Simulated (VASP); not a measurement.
LiF: single point with LDA

The system is LiF.

```
CELL_PARAMETERS angstrom
3.06210 0.00000 0.00000
-1.53105 2.65185 0.00000
0.00000 0.00000 4.70823
ATOMIC_POSITIONS crystal
Li 0.33333 0.66667 0.38398
Li 0.66667 0.33333 0.88398
F 0.33333 0.66667 0.99102
F 0.66667 0.33333 0.49102
```

| Property | Result |
| --- | --- |
| Program | VASP 6.6.1 |
| Task | single point |
| Functional | LDA |
| Potentials or basis | VASP PAW LDA potentials, release 64 (Li_sv, F) |
| Cutoff | 520 eV |
| k mesh | 9 × 9 × 6 |
| Occupations | gaussian, width 0.05 eV |
| Spin | no spin polarisation |
| Dipole correction | no |
| Further INCAR settings | ALGO = Normal; EDIFF = 1e-07; NBANDS = 18 |

```yaml
Largest_force: 0.008 eV/Å
Band_gap_on_the_k_mesh: 7.64 eV
```

Forces in eV/Å, atoms in the order of the input:
```
Li   0.000  0.000 -0.008
Li   0.000  0.000 -0.008
F    0.000  0.000  0.008
F    0.000  0.000  0.008
```

Levels at points of the mesh, in eV from the valence-band top:
| k point | band 6 | band 7 | band 8 | band 9 | band 10 | band 11 | band 12 | band 13 | band 14 | band 15 |
| --- | --- | --- | --- | --- | --- | --- | --- | --- | --- | --- |
| (0.00, 0.00, 0.00) | -0.60 | -0.60 | -0.23 | -0.23 | 0.00 | 7.64 | 12.01 | 15.37 | 18.16 | 18.16 |
| (0.00, 0.00, 0.50) | -1.28 | -0.42 | -0.42 | -0.42 | -0.42 | 9.39 | 9.39 | 17.62 | 17.62 | 18.44 |

Run time: 9.2 s on 1 thread of Intel(R) Xeon(R) 6975P-C (Granite Rapids), on a shared host, peak memory 0.14 GiB.

Caveat: an odd mesh through Γ misses points on the zone boundary, where band edges can lie.
